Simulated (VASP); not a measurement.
Y, 1 atom in the cell. The structure is cubic, space group Fm-3m (No. 225). The conventional cell has a = 5.108 Å, b = 5.108 Å, c = 5.108 Å, α = 90.00°, β = 90.00°, γ = 90.00°. Within 4.7 Å of Y (site symmetry m-3m) lie 12 Y at 3.61 Å. 

```yaml
Program: VASP 6.6.1
Task: single point
Functional: r2SCAN
Potentials_or_basis: VASP PAW PBE potentials, release 64 (Y_sv)
Cutoff: 520 eV
k_mesh: 11 × 11 × 11
Occupations: fermi-dirac, width 0.1 eV
Spin: no spin polarisation
Dipole_correction: no
Further_INCAR_settings: ALGO = Normal; EDIFF = 1e-07; NBANDS = 12
```

Potentials or basis: VASP PAW PBE potentials, release 64 (Y_sv).

Run with:

```bash
$ cat potpaw_PBE.64/Y_sv/POTCAR > POTCAR
$ cp INCAR.step1 INCAR
$ mpirun -np 1 vasp_std > vasp.out
$ cp INCAR.step2 INCAR
$ mpirun -np 1 vasp_std > vasp.out
```

Hardware: 1 thread of Intel(R) Xeon(R) Platinum 8375C CPU @ 2.90GHz (Ice Lake) (shared host).

Problem. Estimate the wall time of this run.

Solution. Wall time 91 s on 1 thread of Intel(R) Xeon(R) Platinum 8375C CPU @ 2.90GHz (Ice Lake), on a shared host, peak memory 0.19 GiB. Counts: k points 56.
